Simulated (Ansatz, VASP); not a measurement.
One calculation of AgI, two programs

```
CELL_PARAMETERS angstrom
4.55303 0.00000 0.00000
-2.27652 3.94305 0.00000
0.00000 0.00000 7.46578
ATOMIC_POSITIONS crystal
Ag 0.33330 0.66670 0.00000
Ag 0.66660 0.33330 0.50000
I 0.33330 0.66670 0.37500
I 0.66660 0.33330 0.87500
```

Alike in both runs: task single point; functional r2SCAN; k mesh 7 × 7 × 4; occupations gaussian, width 0.1028 eV; no spin polarisation.

```csv
,VASP,Ansatz
version,VASP 6.6.1,Ansatz 0.2.0
potentials or method,"VASP PAW PBE potentials, release 64 (Ag, I), cutoff 550 eV",PAW plane waves
valence electrons in the cell,36,72
```

VASP gave:

* gap on the k mesh at the Fermi level (eV): 1.83
* pressure (GPa): 1.9
* traceless stress, the component that is largest in VASP (GPa): -0.12
* rms of the force components (eV/Å): 0.014

Q: Estimate Ansatz's values.

A: gap on the k mesh at the Fermi level (eV): 1.86; pressure (GPa): 2.0; traceless stress, the component that is largest in VASP (GPa): -0.12; rms of the force components (eV/Å): 0.015.

VASP's potentials were made for PBE, not for r2SCAN. Atom by atom the forces differ by 0.001 eV/Å (rms over components). VASP's potentials hold 36 valence electrons a cell and Ansatz's 72, so a difference there can come from the potentials and not from the codes. Ansatz's warnings: structure snapped to symmetry.

Spin-orbit coupling is off throughout.
